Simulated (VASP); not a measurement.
A run of VASP 6.6.1 is set up as follows.

Contents of INCAR:

```
PREC     = Accurate       # precision mode
ENCUT    = 520            # plane-wave cutoff, eV
EDIFF    = 1E-6           # SCF threshold, eV
ISMEAR   = 0              # smearing method
SIGMA    = 0.1            # smearing width, eV
LREAL    = F              # projectors in reciprocal space
LASPH    = T              # aspherical terms in the spheres
NELM     = 150            # most SCF steps
ALGO     = Normal         # electronic algorithm
ISIF     = 2              # what is computed and relaxed
LWAVE    = F              # write WAVECAR
LCHARG   = F              # write CHGCAR
ISPIN    = 2              # spin polarisation
MAGMOM   = 1 0 0 0 0 0    # initial moments
LORBIT   = 11             # projections on sites
LMAXMIX  = 4              # l up to which the mixer works
GGA      = PE             # functional
NBANDS   = 28             # bands
```

The input KPOINTS:

```
regular mesh
0
Gamma
  4 4 4
```

POSCAR

```
ScAl3P2
1.0
    4.8932986009      0.0000000000      0.0000000000
    0.0000000000      4.8932986009      0.0000000000
    0.0000000000      0.0000000000      5.2199884397
Sc Al P
1 3 2
Direct
    0.0000000000      0.0000000000      0.0000000000
    0.5000000000      0.0000000000      0.5000000000
    0.0000000000      0.5000000000      0.5000000000
    0.0000000000      0.0000000000      0.5000000000
    0.5000000000      0.5000000000      0.2096752308
    0.5000000000      0.5000000000      0.7903247692
```

Potentials or basis: VASP PAW PBE potentials, release 64 (Sc_sv, Al, P).

Command:

```bash
$ cat potpaw_PBE.64/Sc_sv/POTCAR potpaw_PBE.64/Al/POTCAR potpaw_PBE.64/P/POTCAR > POTCAR
$ mpirun -np 1 vasp_std > vasp.out
```

(1) Predict the pressure.

(2) Estimate the net moment.

(3) Estimate the largest force.

(4) What does it give for the band gap on the k mesh?

Answers

(1) 0.0 GPa.

(2) 0.00 μB per cell.

(3) 0.041 eV/Å.

(4) zero (filled and empty bands overlap).
